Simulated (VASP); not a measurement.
Here is a VASP 6.6.1 calculation.

INCAR

```
SYSTEM = Bi
ALGO = Normal
EDIFF = 1E-6
ENCUT = 520
ISIF = 2
ISMEAR = -1
LASPH = .TRUE.
LCHARG = .TRUE.
LELF = .TRUE.
LREAL = .FALSE.
LVHAR = .TRUE.
LWAVE = .FALSE.
NBANDS = 14
NELM = 60
PREC = Accurate
SIGMA = 0.1
```

Contents of KPOINTS:

```
k-points
0
G
  11 11 11
  0 0 0
```

POSCAR

```
Bi
1.0
    3.2376285586      0.0000000000      0.0000000000
    0.0000000000      3.2376285586      0.0000000000
    0.0000000000      0.0000000000      3.2376285586
Bi
1
Direct
    0.0000000000      0.0000000000      0.0000000000
```

Potentials or basis: VASP PAW LDA potentials, release 64 (Bi_d).

Launch:

```bash
$ cat potpaw_LDA.64/Bi_d/POTCAR > POTCAR
$ mpirun -np 1 vasp_std > vasp.out
```

Problem. What does it give for the pressure?

Solution. -1.8 GPa.
